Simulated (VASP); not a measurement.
Ti:

```
Ti
1.0
    -1.60818    1.64100    1.64100
     1.64100   -1.60818    1.64100
     1.64100    1.64100   -1.60818
Ti
1
Direct
  0.00000 0.00000 0.00000
```

This cell differs from its parent crystal: equal xy, yz and zx shear strains of +2 %.

Base run:

| Item | Value |
| --- | --- |
| Program | VASP 6.6.1 |
| Functional | PBEsol |
| Potentials or basis | VASP PAW PBE potentials, release 64 (Ti_sv) |
| Cutoff | 400 eV |
| k mesh | 14 × 14 × 14 |
| Occupations | fermi-dirac, width 0.05 eV |
| Spin | no spin polarisation |

Its results: band gap on the k mesh zero (band 6 reaches 8.65 eV, above the bottom of band 7 at 7.16 eV); pressure -7.5 GPa.

Problem. The run is repeated on the same cell with these changes: cutoff from 400 eV to 520 eV. What comes out?

Solution. Band gap on the k mesh zero (band 6 reaches 8.64 eV, above the bottom of band 7 at 7.16 eV); pressure -6.8 GPa.

Caveats: the PAW data sets were made with another functional, which shifts forces and pressure a little.
